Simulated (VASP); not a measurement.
## Ti: single point with PBEsol

Crystal: Ti.

```
CELL_PARAMETERS angstrom
4.28953 0.00000 0.00000
-2.14476 3.71484 0.00000
0.00000 0.00000 2.72882
ATOMIC_POSITIONS crystal
Ti 0.00000 0.00000 0.00000
Ti 0.33333 0.66667 0.50000
Ti 0.66667 0.33333 0.50000
```

This cell differs from its parent crystal: strain -0.050 along x and y, -0.025 along z.

- Program: VASP 6.6.1
- Task: single point
- Functional: PBEsol
- Potentials or basis: VASP PAW PBE potentials, release 64 (Ti_sv)
- Cutoff: 520 eV
- k mesh: 12 × 12 × 18
- Occupations: gaussian, width 0.15 eV
- Spin: no spin polarisation
- Dipole correction: no
- Further INCAR settings: ALGO = Fast; EDIFF = 1e-06; NBANDS = 25

```
Pressure               : 17.9 GPa
Band gap on the k mesh : zero (bands 18 and 19 overlap by 0.61 eV)
```

Stress tensor (GPa, compression positive):
```
19.45  0.00  0.00
 0.00 19.45  0.00
 0.00  0.00 14.80
```

Levels at points of the mesh, in eV from the Fermi level:
```csv
k point,band 14,band 15,band 16,band 17,band 18,band 19,band 20,band 21,band 22,band 23
"(0.00, 0.00, 0.00)",-2.52,-0.69,-0.69,-0.59,-0.59,0.14,0.93,1.51,1.51,1.93
"(0.50, 0.00, 0.00)",-3.54,-3.09,-0.62,-0.53,-0.43,0.03,0.77,0.87,1.90,2.06
"(0.00, 0.00, 0.50)",-2.72,-2.30,-2.06,-2.06,-1.80,1.30,1.30,1.49,1.49,3.62
"(0.50, 0.00, 0.50)",-2.40,-2.13,-1.55,-0.93,-0.72,0.31,0.87,1.30,1.41,2.68
```

Wall time 3.4 min on 1 thread of Intel(R) Xeon(R) 6975P-C (Granite Rapids), on a shared host, peak memory 0.27 GiB.

Caveat: the cell differs from its parent crystal (strain -0.050 along x and y, -0.025 along z); the cell stands under pressure; the PAW data sets were made with another functional, which shifts forces and pressure a little.
